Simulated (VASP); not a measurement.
KTaO3: single point with PBEsol+D4

KTaO3:

```
CELL_PARAMETERS angstrom
4.04078 0.00000 0.00000
0.00000 4.04078 0.00000
0.00000 0.00000 4.04078
ATOMIC_POSITIONS crystal
Ta 0.00000 0.00000 0.00000
K 0.50000 0.50000 0.50000
O 0.00000 0.00000 0.50000
O 0.00000 0.50000 0.00000
O 0.50000 0.00000 0.00000
```

```
Program             : VASP 6.6.1
Task                : single point
Functional          : PBEsol
Dispersion          : D4
Potentials or basis : VASP PAW PBE potentials, release 64 (Ta_pv, K_sv, O)
Cutoff              : 520 eV
k mesh              : 7 × 7 × 7
Occupations         : fermi-dirac, width 0.05 eV
Spin                : no spin polarisation
```

```
Pressure                   : -8.2 GPa
Band gap on the k mesh     : 2.06 eV (least direct gap 2.64 eV)
Dispersion energy per atom : -0.087 eV
```

Levels at points of the mesh, in eV from the valence-band top:
```
           k point  band 17  band 18  band 19  band 20  band 21  band 22
(0.00, 0.00, 0.00)    -0.58    -0.58    -0.58     2.06     2.06     2.06
```

Run time: 52 s on 1 thread of AMD EPYC 7R13, on a shared host, peak memory 0.16 GiB.

Caveat: the cell stands under tension; the PAW data sets were made with another functional, which shifts forces and pressure a little; spin-orbit coupling is left out, which moves the levels of the heavy elements; an odd mesh through Γ misses points on the zone boundary, where band edges can lie.
